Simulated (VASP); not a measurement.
Input of a VASP 6.6.1 run:

Contents of POSCAR:

```
HfC
1.0
    0.0000000000      2.3250000000      2.3250000000
    2.3250000000      0.0000000000      2.3250000000
    2.3250000000      2.3250000000      0.0000000000
Hf C
1 1
Direct
    0.5000000000      0.5000000000      0.5000000000
    0.0000000000      0.0000000000      0.0000000000
```

Contents of INCAR.step1:

```
SYSTEM = HfC
ALGO = Normal
EDIFF = 1E-4
ENCUT = 600
GGA = PE
ISMEAR = 0
LASPH = .True.
LCHARG = .False.
LREAL = .False.
LWAVE = .True.
NELM = 100
PREC = Accurate
SIGMA = 0.1
```

File INCAR.step2:

```
SYSTEM = HfC
ALGO = Normal
EDIFF = 1E-7
EDIFFG = -0.005
ENCUT = 600
IBRION = 2
ISIF = 3
ISMEAR = 0
ISTART = 1
LASPH = .True.
LCHARG = .False.
LMIXTAU = .True.
LREAL = .False.
LWAVE = .False.
METAGGA = R2SCAN
NELM = 100
NSW = 100
PREC = Accurate
SIGMA = 0.1
```

The input KPOINTS:

```
k-points
0
Gamma
  16 16 16
  0 0 0
```

Potentials or basis: VASP PAW PBE potentials, release 64 (Hf_pv, C).

Command:

```sh
$ cat potpaw_PBE.64/Hf_pv/POTCAR potpaw_PBE.64/C/POTCAR > POTCAR
$ cp INCAR.step1 INCAR
$ mpirun -np 1 vasp_std > vasp.out
$ cp INCAR.step2 INCAR
$ mpirun -np 1 vasp_std > vasp.out
```

Question: Estimate the relaxed volume.

Answer: 12.43 Å³/atom.

Question: Predict the band gap on the k mesh.

Answer: Zero (bands 7 and 8 overlap by 1.46 eV).

Question: Estimate the space group after relaxing (to 0.1 Å).

Answer: Fm-3m (No. 225).

Step by step:
```csv
step,energy change (eV),largest force (eV/Å),pressure (GPa),volume (Å³)
1,0.0000,0.0000,-2.66,25.14
2,0.0056,0.0000,5.15,24.38
3,-0.0022,0.0000,-0.08,24.87
4,-0.0022,0.0000,0.00,24.87
```

Caveat: the PAW data sets were made with another functional, which shifts forces and pressure a little; spin-orbit coupling is left out, which moves the levels of the heavy elements.
